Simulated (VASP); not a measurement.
# Na: single point with PBEsol

The system is Na.

```xyz
2
Lattice="0.0000 -3.6649 0.0000 -3.6649 0.0000 0.0000 0.0000 0.0000 -5.1369" Properties=species:S:1:pos:R:3 pbc="T T T"
Na   -2.0330   -1.8325   -2.5685
Na    0.2006    0.0000    0.0000
```

```yaml
Program: VASP 6.6.1
Task: single point
Functional: PBEsol
Potentials_or_basis: VASP PAW PBE potentials, release 64 (Na_pv)
Cutoff: 520 eV
k_mesh: 12 × 12 × 10
Occupations: gaussian, width 0.15 eV
Spin: no spin polarisation
```

```json
{"Pressure": "0.5 GPa", "Largest force": "0.165 eV/Å", "Band gap on the k mesh": "zero (band 7 reaches 3.53 eV, above the bottom of band 8 at -1.46 eV)"}
```

Forces in eV/Å, atoms in the order of the input:
```
Na   0.165  0.000  0.000
Na  -0.165  0.000  0.000
```

Stress tensor (GPa, compression positive):
```
0.21 0.00 0.00
0.00 0.60 0.00
0.00 0.00 0.72
```

Levels at points of the mesh, in eV from the Fermi level:
| k point | band 4 | band 5 | band 6 | band 7 | band 8 | band 9 | band 10 | band 11 |
| --- | --- | --- | --- | --- | --- | --- | --- | --- |
| (0.00, 0.00, 0.00) | -24.75 | -24.74 | -24.74 | -3.43 | 1.90 | 2.48 | 6.46 | 7.40 |
| (0.50, 0.00, 0.00) | -24.77 | -24.75 | -24.75 | -0.61 | -0.61 | 4.41 | 4.41 | 5.41 |
| (0.00, 0.50, 0.00) | -24.76 | -24.75 | -24.75 | -0.64 | -0.58 | 4.34 | 4.49 | 5.37 |
| (0.50, 0.50, 0.00) | -24.77 | -24.76 | -24.76 | 1.83 | 1.83 | 2.37 | 2.37 | 6.49 |
| (0.00, 0.00, 0.50) | -24.75 | -24.75 | -24.75 | -1.97 | -1.97 | 7.77 | 7.77 | 8.45 |
| (0.50, 0.00, 0.50) | -24.75 | -24.75 | -24.75 | 0.55 | 0.55 | 1.05 | 1.05 | 10.49 |
| (0.00, 0.50, 0.50) | -24.75 | -24.75 | -24.75 | 0.57 | 0.57 | 1.03 | 1.03 | 10.48 |
| (0.50, 0.50, 0.50) | -24.77 | -24.76 | -24.76 | 3.01 | 3.01 | 3.12 | 3.12 | 3.22 |

Run time: 79 s on 1 thread of Intel(R) Xeon(R) 6975P-C (Granite Rapids) (shared host), peak memory 0.32 GiB.

Caveat: the PAW data sets were made with another functional, which shifts forces and pressure a little.
